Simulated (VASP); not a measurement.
A run of VASP 6.6.1:

The input INCAR:

```
SYSTEM = Hf8CN6
PREC     = Accurate       ! precision mode
ENCUT    = 520            ! plane-wave cutoff, eV
EDIFF    = 1E-6           ! SCF threshold, eV
ISMEAR   = 0              ! smearing method
SIGMA    = 0.02           ! smearing width, eV
LREAL    = Auto         
LASPH    = .TRUE.         ! aspherical terms in the spheres
NELM     = 80             ! most SCF steps
ALGO     = Normal         ! electronic algorithm
ISIF     = 2              ! what is computed and relaxed
LWAVE    = .FALSE.        ! write WAVECAR
LCHARG   = .TRUE.         ! write CHGCAR
GGA      = PE             ! functional
LELF     = .TRUE.         ! ELF
LVHAR    = .TRUE.       
NBANDS   = 70             ! bands
```

File KPOINTS:

```
Automatic mesh
0
G
  2 2 2
  0 0 0
```

POSCAR

```
Hf8CN6
1.0
   -3.1339080000     -5.4280880000      0.0000000000
    4.7008620000     -2.7140440000      0.0000000000
    0.0000000000      0.0000000000      5.4167680000
Hf N C
8 6 1
Direct
    0.5000663757      0.6450214908      0.7480383136
    0.4999352817      0.3390093516      0.2605612793
    0.2323395852      0.1773502146      0.7436526726
    0.2481603318      0.8311021785      0.2601159954
   -0.0002606137      0.6684717102      0.7488098069
    0.0000619851      0.3288810128      0.2454378700
    0.7666154958      0.1766532255      0.7439698359
    0.7520488622      0.8305110734      0.2599729211
    0.7520619467      0.5032289719     -0.0023375563
    0.7524207276      0.5022590192      0.4980148679
    0.2479639160      0.5041871257     -0.0025400756
    0.2474922881      0.5033168516      0.4980209601
   -0.0000186425     -0.0064659256     -0.0018529500
   -0.0003393959     -0.0040108890      0.4973233116
    0.4993191047      0.0010323929     -0.4189415164
```

Potentials or basis: VASP PAW PBE potentials, release 64 (Hf_pv, N, C).

The run is started by

```sh
$ cat potpaw_PBE.64/Hf_pv/POTCAR potpaw_PBE.64/N/POTCAR potpaw_PBE.64/C/POTCAR > POTCAR
$ mpirun -np 1 vasp_std > vasp.out
```

Hardware: 1 thread of AMD EPYC 9R45 96-Core Processor (Zen 5) (shared host).

Question: How long does it take, and how much memory?

Answer: Wall time 120 s on 1 thread of AMD EPYC 9R45 96-Core Processor (Zen 5) (shared host), peak memory 0.27 GiB. Counts: scf iterations 16, k points 8.
